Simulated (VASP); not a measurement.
Input of a VASP 6.6.1 run:

INCAR

```
ALGO = Normal
EDIFF = 1E-6
ENCUT = 520
GGA = PS
ISIF = 2
ISMEAR = 0
LASPH = True
LCHARG = True
LELF = True
LREAL = False
LVHAR = True
LWAVE = False
NBANDS = 14
NELM = 60
PREC = Accurate
SIGMA = 0.05
```

Contents of KPOINTS:

```
k-points
0
Gamma
  8 8 8
```

POSCAR

```
NaCl
1.0
    0.0000000000      2.7184800000      2.7184800000
    2.7184800000      0.0000000000      2.7184800000
    2.7184800000      2.7184800000      0.0000000000
Na Cl
1 1
Direct
    0.0000000000      0.0000000000      0.0000000000
    0.5000000000      0.5000000000      0.5000000000
```

Potentials or basis: VASP PAW PBE potentials, release 64 (Na_pv, Cl).

The run is started by

```bash
$ cat potpaw_PBE.64/Na_pv/POTCAR potpaw_PBE.64/Cl/POTCAR > POTCAR
$ mpirun -np 1 vasp_std > vasp.out
```

Question: Predict the band gap on the k mesh.

Answer: 5.37 eV, direct.

Question: Predict the pressure.

Answer: 2.9 GPa.

Caveat: the cell differs from its parent crystal (strain -0.040 along x and y, -0.040 along z); the PAW data sets were made with another functional, which shifts forces and pressure a little.
